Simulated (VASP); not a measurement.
Set up this calculation in VASP 6.6.1, as the native input.

| Item | Value |
| --- | --- |
| Task | relaxation of cell and atoms |
| Functional | PBE |
| Dispersion | D3(BJ) |
| Potentials or basis | VASP PAW PBE potentials, release 64 (Ni) |
| Cutoff | 600 eV |
| k mesh | 21 × 21 × 10 |
| Occupations | gaussian, width 0.1 eV |
| Spin | collinear spin, ferromagnetic start |
| Starting moments | [0.72, 0.72] μB |
| Dipole correction | no |
| Further INCAR settings | ALGO = Normal; EDIFF = 1e-06; IBRION = 2; EDIFFG = -0.005; NSW = 100; ISIF = 3 |

The structure of Ni lies in POSCAR:

```
Ni
1.0
    2.4480228978      0.0000000000      0.0000000000
   -1.2240114489      2.1200500186      0.0000000000
    0.0000000000      0.0000000000      4.0728075700
Ni
2
Direct
    0.3333333300      0.6666666700      0.2500000000
    0.6666666700      0.3333333300      0.7500000000
```

These files were run (other wordings do the same):

INCAR

```
SYSTEM = Ni
ALGO = Normal
EDIFF = 1E-6
EDIFFG = -0.005
ENCUT = 600
GGA = PE
IBRION = 2
ISIF = 3
ISMEAR = 0
ISPIN = 2
IVDW = 12
LASPH = .TRUE.
LCHARG = .FALSE.
LMAXMIX = 4
LORBIT = 11
LREAL = .FALSE.
LWAVE = .FALSE.
MAGMOM = 0.72 0.72
NELM = 150
NSW = 100
PREC = Accurate
SIGMA = 0.1
```

KPOINTS

```
k-points
0
G
  21 21 10
  0 0 0
```

Potentials or basis: VASP PAW PBE potentials, release 64 (Ni).

The run is started by

```sh
$ cat potpaw_PBE.64/Ni/POTCAR > POTCAR
$ mpirun -np 1 vasp_std > vasp.out
```

It gave:

| Quantity | Value |
| --- | --- |
| Relaxed volume | 10.54 Å³/atom |
| Relaxed cell | a = 2.455 Å, b = 2.455 Å, c = 4.036 Å, α = 90.00°, β = 90.00°, γ = 120.00° |
| Space group after relaxing (to 0.05 Å) | P6_3/mmc (No. 194) |
| Energy gained by relaxing | 0.8 meV/atom |
| Ionic steps | 5 |
| Pressure after relaxing | 0.0 GPa |
| Net moment | 1.25 μB per cell |
| Site moments | Ni +0.63 μB |
| Valence electrons inside the program's atomic spheres | Ni 9.37 |
| Dispersion energy per atom | -0.478 eV |

Caveat: pairwise dispersion overbinds metals, which lowers pressure and volume.

Wall time 4.7 min on 1 thread of AMD EPYC 9R45 96-Core Processor (Zen 5), on a shared host, peak memory 0.26 GiB.
